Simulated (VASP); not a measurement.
# NaF (Fm-3m) in VASP: a series of runs

NaF is run at these levels: PBEsol; tasks: single point.

Everything below comes from runs of VASP 6.6.1. Logs are shortened: lines on timing, memory, paths and dates and some standing lists are left out, and cuts for length are marked.

## Step 1: The cell of the first run

Symmetry: Fm-3m, No. 225, cubic system. The conventional cell has a = 4.721 Å, b = 4.721 Å, c = 4.721 Å, α = 90.00°, β = 90.00°, γ = 90.00°. Within 3.1 Å of Na (site symmetry m-3m) lie 6 F at 2.36 Å. Within 3.1 Å of F (site symmetry m-3m) lie 6 Na at 2.36 Å.

## Step 2: Single point, PBEsol (volume scaled by 1.06)

File INCAR:

```
ALGO     = Normal         # electronic algorithm
EDIFF    = 1E-6           # SCF threshold, eV
ENCUT    = 520            # plane-wave cutoff, eV
GGA      = PS             # functional
ISIF     = 2              # what is computed and relaxed
ISMEAR   = 0              # smearing method
LASPH    = T              # aspherical terms in the spheres
LCHARG   = F              # write CHGCAR
LREAL    = F              # projectors in reciprocal space
LWAVE    = F              # write WAVECAR
NBANDS   = 14             # bands
NELM     = 100            # most SCF steps
PREC     = Accurate       # precision mode
SIGMA    = 0.02           # smearing width, eV
```

File KPOINTS:

```
k-points
0
Gamma
  8 8 8
```

File POSCAR:

```
NaF
1.0
    0.0000000000      2.3605065567      2.3605065567
    2.3605065567      0.0000000000      2.3605065567
    2.3605065567      2.3605065567      0.0000000000
Na F
1 1
Direct
    0.0000000000      0.0000000000      0.0000000000
    0.5000000000      0.5000000000      0.5000000000
```

Potentials or basis: VASP PAW PBE potentials, release 64 (Na_pv, F).

Run with:

```
cat potpaw_PBE.64/Na_pv/POTCAR potpaw_PBE.64/F/POTCAR > POTCAR
mpirun -np 1 vasp_std > vasp.out
```

OUTCAR:

```text
EDIFF = 1E-6
   ENCUT = 520
   GGA = PS
   ISIF = 2
   ISMEAR = 0
   LASPH = T
   LREAL = F
   NELM = 100
   PREC = Accurate

 ion  position               nearest neighbor table
   1  0.000  0.000  0.000-
   2  0.500  0.500  0.500-

  LATTYP: Found a face centered cubic cell.
 ALAT       =     4.7210131134

  Lattice vectors:

 A1 = (   0.0000000000,   2.3605065567,   2.3605065567)
 A2 = (   2.3605065567,   0.0000000000,   2.3605065567)
 A3 = (   2.3605065567,   2.3605065567,   0.0000000000)

Analysis of symmetry for initial positions (statically):
=====================================================================
 Subroutine PRICEL returns:
 Original cell was already a primitive cell.

 Routine SETGRP: Setting up the symmetry group for a
 face centered cubic supercell.

 Subroutine GETGRP returns: Found 48 space group operations
 (whereof 48 operations were pure point group operations)
 out of a pool of 48 trial point group operations.

The static configuration has the point symmetry O_h .

Analysis of symmetry for dynamics (positions and initial velocities):
=====================================================================
 Subroutine PRICEL returns:
 Original cell was already a primitive cell.

 Routine SETGRP: Setting up the symmetry group for a
 face centered cubic supercell.

 Subroutine GETGRP returns: Found 48 space group operations
 (whereof 48 operations were pure point group operations)
 out of a pool of 48 trial point group operations.

The dynamic configuration has the point symmetry O_h .

 Subroutine INISYM returns: Found 48 space group operations
 (whereof 48 operations are pure point group operations),
 and found     1 'primitive' translations

----------------------------------------------------------------------------------------

                                     Primitive cell

  volume of cell :      26.3054

  direct lattice vectors                    reciprocal lattice vectors
     0.000000000  2.360506557  2.360506557    -0.211818941  0.211818941  0.211818941
     2.360506557  0.000000000  2.360506557     0.211818941 -0.211818941  0.211818941
     2.360506557  2.360506557  0.000000000     0.211818941  0.211818941 -0.211818941

  length of vectors
     3.338260387  3.338260387  3.338260387     0.366881169  0.366881169  0.366881169

  position of ions in fractional coordinates (direct lattice)
[... 82 lines left out ...]
   NSW    =      0    number of steps for IOM
   IBRION =     -1    ionic relax: 0-MD 1-quasi-New 2-CG
   NFREE  =      0    steps in history (QN), initial steepest desc. (CG)
   ISIF   =      2    stress and relaxation
   ISYM   =      2    0-nonsym 1-usesym 2-fastsym
   POTIM  = 0.5000    time-step for ionic-motion
   TEBEG  =    0.0;   TEEND  =   0.0 temperature during run
   PSTRESS=    0.0 pullay stress
   NELECT =      14.0000    total number of electrons
   NUPDOWN=      -1.0000    fix difference up-down
   EMIN   =  10.00;   EMAX   =-10.00  energy-range for DOS
   EFERMI =   0.00;   METHOD = LEGACY
   ISMEAR =     0;   SIGMA  =   0.02  broadening in eV -4-tet -1-fermi 0-gaus
   EFERMI_NEDOS =   21; number of points for ismear=-14 and -15
   IALGO  =     38    algorithm
   IMIX   =      4    mixing-type and parameters
     AMIX     =   0.40;   BMIX     =  1.00
     AMIX_MAG =   1.60;   BMIX_MAG =  1.00
  volume/ion in A,a.u.               =      13.15        88.76
  Fermi-wavevector in a.u.,A,eV,Ry     =   1.326689  2.507078 23.947647  1.760102
  Thomas-Fermi vector in A             =   2.456057
   LORBIT       =      0    0 simple, 1 ext, 2 COOP (PROOUT), +10 PAW based schemes
   GGA     = PS    functional components
   LHFCALC =     F    Hartree Fock is set to
   AEXX    =    0.0000 exact exchange contribution
   IVDW    =     0    specifies the selected vdW correction
   LEPSILON=     F    determine dielectric tensor
   LRPA    =     F    only Hartree local field effects (RPA)
 non-spin polarized calculation
 Gauss-broadening in eV      SIGMA  =   0.02
  energy-cutoff  :      520.00
  volume of cell :       26.31
 maximum number of plane-waves:       725
 NGX is ok and might be reduce to    28
   NGX = 13   NGY = 13   NGZ = 13

 number of electron      13.9999996 magnetization

 Free energy of the ion-electron system (eV)
  ---------------------------------------------------
  ext. energy  EPLUGINS =         0.00000000
  ---------------------------------------------------
  free energy    TOTEN  =        -8.75839302 eV

  energy without entropy =       -8.75839302  energy(sigma->0) =       -8.75839302

 E-fermi :  -2.2284     XC(G=0):  -9.0580

 val. band max:       -2.4031067366   @ k =   0.0000   0.0000   0.0000
 cond. band min:       3.4785905366   @ k =   0.0000   0.0000   0.0000
 fundamental gap:      5.8816972733
 Fermi energy:        -2.2283967200

 k-point     1 :       0.0000    0.0000    0.0000
  band No.  band energies     occupation
      1     -21.3706      2.00000
      2     -21.3434      2.00000
      3     -21.3434      2.00000
      4     -21.3434      2.00000
      5      -2.4031      2.00000
      6      -2.4031      2.00000
      7      -2.4031      2.00000
      8       3.4786      0.00000
      9      16.0502      0.00000
     10      16.0502      0.00000
     11      16.0502      0.00000
     12      18.6206      0.00000
     13      20.9448      0.00000
     14      20.9448      0.00000
[... 377 lines left out ...]
      1     -21.8905      2.00000
      2     -21.3897      2.00000
      3     -21.3698      2.00000
      4     -20.6767      2.00000
      5      -3.6390      2.00000
      6      -2.9457      2.00000
      7      -2.7141      2.00000
      8       8.8556      0.00000
      9       9.7342      0.00000
     10      14.0441      0.00000
     11      15.8189      0.00000
     12      19.0195      0.00000
     13      20.0346      0.00000
     14      24.6331      0.00000

 [... further k-points ...]
[... 5 lines left out ...]
  --------------------------------------------------------------------------------------
  -------------------------------------------------------------------------------------
  Total       -0.4310154     -0.4310154     -0.4310154      0.0000000      0.0000000      0.0000000
  in kB      -26.2517173    -26.2517173    -26.2517173      0.0000000      0.0000000      0.0000000
  external PRESSURE =     -26.2517173 kB  Pullay stress =       0.0000000 kB

 VOLUME and BASIS-vectors are now :
 -----------------------------------------------------------------------------
  energy-cutoff  :      520.00
  volume of cell :       26.31
      direct lattice vectors                 reciprocal lattice vectors
     0.000000000  2.360506557  2.360506557    -0.211818941  0.211818941  0.211818941
     2.360506557  0.000000000  2.360506557     0.211818941 -0.211818941  0.211818941
     2.360506557  2.360506557  0.000000000     0.211818941  0.211818941 -0.211818941

 POSITION                                       TOTAL-FORCE (eV/Angst)
 -----------------------------------------------------------------------------------
      0.00000      0.00000      0.00000        -0.000000      0.000000     -0.000000
      2.36051      2.36051      2.36051         0.000000     -0.000000      0.000000
 -----------------------------------------------------------------------------------
    total drift:                                0.000000      0.000000      0.000000

  FREE ENERGIE OF THE ION-ELECTRON SYSTEM (eV)
  ---------------------------------------------------
  free  energy   TOTEN  =        -8.7583930156 eV

  energy  without entropy=       -8.7583930156  energy(sigma->0) =       -8.75839302
```

stdout:

```text
POSCAR found type information on POSCAR NaF
 POSCAR found :  2 types and       2 ions
 scaLAPACK will be used
 -----------------------------------------------------------------------------
|                                                                             |
|                                                                             |
|     You enforced a specific xc type in the INCAR file but a different       |
|     I HOPE YOU KNOW WHAT YOU ARE DOING!                                     |
|                                                                             |
 -----------------------------------------------------------------------------

 LDA part: xc-table for (Slater+PW92), standard interpolation
 POSCAR, INCAR and KPOINTS ok, starting setup
 FFT: planning ... GRIDC
 FFT: planning ... GRID_SOFT
 FFT: planning ... GRID
 WAVECAR not read
 entering main loop
```

Run time: 20 s. Hardware: 1 thread of Intel Xeon 8259CL, shared host; peak memory 0.15 GiB.

What came out:

```
Free energy            : -8.7584 eV
Pressure               : -2.6 GPa
Band gap on the k mesh : 5.88 eV, direct
```

Caveat: the PAW data sets were made with another functional, which shifts forces and pressure a little.

## Step 3: Single point, PBEsol (volume scaled by 1.10)

File INCAR:

```
ALGO = Normal
EDIFF = 1E-6
ENCUT = 520
GGA = PS
ISIF = 2
ISMEAR = 0
LASPH = True
LCHARG = False
LREAL = False
LWAVE = False
NBANDS = 14
NELM = 100
PREC = Accurate
SIGMA = 0.02
```

KPOINTS is that of step 2.

File POSCAR:

```
NaF
1.0
    0.0000000000      2.3898326181      2.3898326181
    2.3898326181      0.0000000000      2.3898326181
    2.3898326181      2.3898326181      0.0000000000
Na F
1 1
Direct
    0.0000000000      0.0000000000      0.0000000000
    0.5000000000      0.5000000000      0.5000000000
```

Potentials or basis: VASP PAW PBE potentials, release 64 (Na_pv, F).

Run with:

```
cat potpaw_PBE.64/Na_pv/POTCAR potpaw_PBE.64/F/POTCAR > POTCAR
mpirun -np 1 vasp_std > vasp.out
```

OUTCAR:

```text
EDIFF = 1E-6
   ENCUT = 520
   GGA = PS
   ISIF = 2
   ISMEAR = 0
   LASPH = True
   LREAL = False
   NELM = 100
   PREC = Accurate

 ion  position               nearest neighbor table
   1  0.000  0.000  0.000-
   2  0.500  0.500  0.500-

  LATTYP: Found a face centered cubic cell.
 ALAT       =     4.7796652362

  Lattice vectors:

 A1 = (   0.0000000000,   2.3898326181,   2.3898326181)
 A2 = (   2.3898326181,   0.0000000000,   2.3898326181)
 A3 = (   2.3898326181,   2.3898326181,   0.0000000000)

Analysis of symmetry for initial positions (statically):
=====================================================================
 Subroutine PRICEL returns:
 Original cell was already a primitive cell.

 Routine SETGRP: Setting up the symmetry group for a
 face centered cubic supercell.

 Subroutine GETGRP returns: Found 48 space group operations
 (whereof 48 operations were pure point group operations)
 out of a pool of 48 trial point group operations.

The static configuration has the point symmetry O_h .

Analysis of symmetry for dynamics (positions and initial velocities):
=====================================================================
 Subroutine PRICEL returns:
 Original cell was already a primitive cell.

 Routine SETGRP: Setting up the symmetry group for a
 face centered cubic supercell.

 Subroutine GETGRP returns: Found 48 space group operations
 (whereof 48 operations were pure point group operations)
 out of a pool of 48 trial point group operations.

The dynamic configuration has the point symmetry O_h .

 Subroutine INISYM returns: Found 48 space group operations
 (whereof 48 operations are pure point group operations),
 and found     1 'primitive' translations

----------------------------------------------------------------------------------------

                                     Primitive cell

  volume of cell :      27.2981

[... 112 lines left out ...]
   LORBIT       =      0    0 simple, 1 ext, 2 COOP (PROOUT), +10 PAW based schemes
   GGA     = PS    functional components
   LHFCALC =     F    Hartree Fock is set to
   AEXX    =    0.0000 exact exchange contribution
   IVDW    =     0    specifies the selected vdW correction
   LEPSILON=     F    determine dielectric tensor
   LRPA    =     F    only Hartree local field effects (RPA)
 non-spin polarized calculation
 Gauss-broadening in eV      SIGMA  =   0.02
  energy-cutoff  :      520.00
  volume of cell :       27.30
 maximum number of plane-waves:       754
 NGX is ok and might be reduce to    28
   NGX = 13   NGY = 13   NGZ = 13

 number of electron      13.9999986 magnetization

 Free energy of the ion-electron system (eV)
  ---------------------------------------------------
  ext. energy  EPLUGINS =         0.00000000
  ---------------------------------------------------
  free energy    TOTEN  =        -8.73997585 eV

  energy without entropy =       -8.73997585  energy(sigma->0) =       -8.73997585

 E-fermi :  -2.3917     XC(G=0):  -8.8785

 val. band max:       -2.5422824562   @ k =   0.0000   0.0000   0.0000
 cond. band min:       3.1657293923   @ k =   0.0000   0.0000   0.0000
 fundamental gap:      5.7080118485
 Fermi energy:        -2.3917335155

 k-point     1 :       0.0000    0.0000    0.0000
  band No.  band energies     occupation
      1     -21.6000      2.00000
      2     -21.6000      2.00000
      3     -21.6000      2.00000
      4     -21.4539      2.00000
      5      -2.5423      2.00000
      6      -2.5423      2.00000
      7      -2.5423      2.00000
      8       3.1657      0.00000
      9      15.6532      0.00000
     10      15.6532      0.00000
     11      15.6532      0.00000
     12      18.1520      0.00000
     13      20.4347      0.00000
     14      20.4347      0.00000
[... 377 lines left out ...]
      1     -22.0414      2.00000
      2     -21.6407      2.00000
      3     -21.6233      2.00000
      4     -20.8804      2.00000
      5      -3.7170      2.00000
      6      -3.0563      2.00000
      7      -2.8343      2.00000
      8       8.4878      0.00000
      9       9.3151      0.00000
     10      13.5395      0.00000
     11      15.2749      0.00000
     12      18.4787      0.00000
     13      19.4618      0.00000
     14      23.9328      0.00000

 [... further k-points ...]
[... 5 lines left out ...]
  --------------------------------------------------------------------------------------
  -------------------------------------------------------------------------------------
  Total       -0.6590740     -0.6590740     -0.6590740      0.0000000      0.0000000      0.0000000
  in kB      -38.6823025    -38.6823025    -38.6823025      0.0000000      0.0000000      0.0000000
  external PRESSURE =     -38.6823025 kB  Pullay stress =       0.0000000 kB

 VOLUME and BASIS-vectors are now :
 -----------------------------------------------------------------------------
  energy-cutoff  :      520.00
  volume of cell :       27.30
      direct lattice vectors                 reciprocal lattice vectors
     0.000000000  2.389832618  2.389832618    -0.209219673  0.209219673  0.209219673
     2.389832618  0.000000000  2.389832618     0.209219673 -0.209219673  0.209219673
     2.389832618  2.389832618  0.000000000     0.209219673  0.209219673 -0.209219673

 POSITION                                       TOTAL-FORCE (eV/Angst)
 -----------------------------------------------------------------------------------
      0.00000      0.00000      0.00000        -0.000000      0.000000     -0.000000
      2.38983      2.38983      2.38983         0.000000     -0.000000      0.000000
 -----------------------------------------------------------------------------------
    total drift:                                0.000000      0.000000      0.000000

  FREE ENERGIE OF THE ION-ELECTRON SYSTEM (eV)
  ---------------------------------------------------
  free  energy   TOTEN  =        -8.7399758472 eV

  energy  without entropy=       -8.7399758472  energy(sigma->0) =       -8.73997585
```

Wall time 17 s (1 thread of Intel Xeon 8259CL, shared host); peak memory 0.15 GiB.

What came out:

```
Free energy            : -8.7400 eV
Pressure               : -3.9 GPa
Band gap on the k mesh : 5.71 eV, direct
```

Levels at points of the mesh, in eV from the valence-band top:
```csv
k point,band 5,band 6,band 7,band 8,band 9,band 10
"(0.00, 0.00, 0.00)",0.00,0.00,0.00,5.71,18.20,18.20
"(0.50, 0.00, 0.00)",-1.42,-0.21,-0.21,10.07,11.58,19.01
"(0.50, 0.50, 0.00)",-1.16,-0.37,-0.37,12.25,12.66,12.78
```

Caveat: the PAW data sets were made with another functional, which shifts forces and pressure a little.
